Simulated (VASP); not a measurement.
A run of VASP 6.6.1 is set up as follows.

Contents of INCAR:

```
PREC = Accurate
ENCUT = 520
EDIFF = 1E-6
ISMEAR = 0
SIGMA = 0.02
LREAL = F
LASPH = T
NELM = 80
ALGO = Normal
ISIF = 2
LWAVE = F
LCHARG = F
GGA = PE
IVDW = 12
NBANDS = 35
```

File KPOINTS:

```
regular mesh
0
Gamma
  12 12 4
```

File POSCAR:

```
WS2
1.0
    3.0595260465      0.0000000000      0.0000000000
   -1.5297630233      2.6496272798      0.0000000000
    0.0000000000      0.0000000000     12.3664373376
W S
2 4
Direct
    0.3333333333      0.6666666667      0.7499877950
    0.6666666667      0.3333333333      0.2500122050
    0.3333333333      0.6666666667      0.1192385043
    0.6666666667      0.3333333333      0.6192142866
    0.3333333333      0.6666666667      0.3807857134
    0.6666666667      0.3333333333      0.8807614957
```

Potentials or basis: VASP PAW PBE potentials, release 64 (W_sv, S).

Run with:

```sh
$ cat potpaw_PBE.64/W_sv/POTCAR potpaw_PBE.64/S/POTCAR > POTCAR
$ mpirun -np 1 vasp_std > vasp.out
```

Task: Estimate the dispersion energy per atom.

Result: -0.454 eV.

Task: Predict the band gap on the k mesh.

Result: 1.02 eV, indirect (least direct gap 2.18 eV).

Task: Predict the pressure.

Result: 5.8 GPa.

Task: What does it give for the largest force?

Result: 0.125 eV/Å.

Forces on the atoms (eV/Å):
```
W    0.000  0.000  0.000
W    0.000  0.000  0.000
S    0.000  0.000  0.124
S    0.000  0.000  0.125
S    0.000  0.000 -0.125
S    0.000  0.000 -0.124
```

Caveat: the cell differs from its parent crystal (biaxial strain in the a-b plane: -3.0 %); spin-orbit coupling is left out, which moves the levels of the heavy elements. A k mesh can miss the band edges.
